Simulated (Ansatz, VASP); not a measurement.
Two plane-wave programs on As

```
CELL_PARAMETERS angstrom
3.61164 0.00000 0.00000
-1.80582 3.12778 0.00000
0.00000 0.00000 5.40729
ATOMIC_POSITIONS crystal
As 0.33333 0.66667 0.87152
As 0.66667 0.33333 0.12848
```

Alike in both runs: task relaxation of cell and atoms; functional PBE; k mesh 9 × 9 × 6; occupations gaussian, width 0.02 eV; no spin polarisation.

|  | VASP | Ansatz |
| --- | --- | --- |
| version | VASP 6.6.1 | Ansatz 0.2.0 |
| potentials or method | VASP PAW PBE potentials, release 64 (As), cutoff 600 eV | scalar-relativistic, plane waves, PAW |
| valence electrons in the cell | 10 | 30 |

VASP gave:

| Item | Value |
| --- | --- |
| gap on the k mesh at the Fermi level, each at its own relaxed structure (eV) | 0.79 |
| relaxed volume (Å³/atom) | 30.64 |
| relaxed cell length with the largest relative difference (Å) | 5.414 |

**Question.** What did Ansatz give for the same quantities?

**Answer.** gap on the k mesh at the Fermi level, each at its own relaxed structure (eV): 0.80; relaxed volume (Å³/atom): 30.54; relaxed cell length with the largest relative difference (Å): 5.407.

VASP's potentials hold 10 valence electrons a cell and Ansatz's 30, so a difference there can come from the potentials and not from the codes.
